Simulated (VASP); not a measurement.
Runs of VASP 6.6.1 on Te. The structure is that of space group P6/mmm (No. 191), or close to it. The cells are those of the table. 

| task | cell | k mesh | cutoff (eV) | gap on the mesh (eV) | pressure (GPa) | relaxed volume (Å³/atom) |
| --- | --- | --- | --- | --- | --- | --- |
| single point | a = 6.381, b = 6.381, c = 3.192 Å, angles 90.0, 90.0, 120.0°, 3 atoms | 9 × 9 × 16 | 520 | none | -0.1 | - |
| single point | a = 5.654, b = 5.654, c = 3.163 Å, angles 90.0, 90.0, 120.0°, 3 atoms | 9 × 9 × 14 | 520 | none | -0.1 | - |
| relaxation of cell and atoms | relaxed from a = 6.573, b = 6.573, c = 3.025 Å, angles 90.0, 90.0, 120.0°, 3 atoms | 9 × 9 × 16 | 600 | none | 0.0 | 37.48 |
| relaxation of cell and atoms | relaxed from a = 5.656, b = 5.656, c = 3.146 Å, angles 90.0, 90.0, 120.0°, 3 atoms | 9 × 9 × 14 | 600 | none | 0.0 | (a) |

Alike in all rows: level PBE; potentials or basis VASP PAW PBE potentials, release 64 (Te); no spin polarisation; smearing gaussian 0.1 eV.

Problem. Fill in the values left out.

Solution. (a) 29.15.

Caveats: spin-orbit coupling is left out, which moves the levels of the heavy elements.

A k mesh can miss the band edges, and the runs leave out spin-orbit coupling on Te.

A gap of «none» marks levels without a gap at the run's occupations.
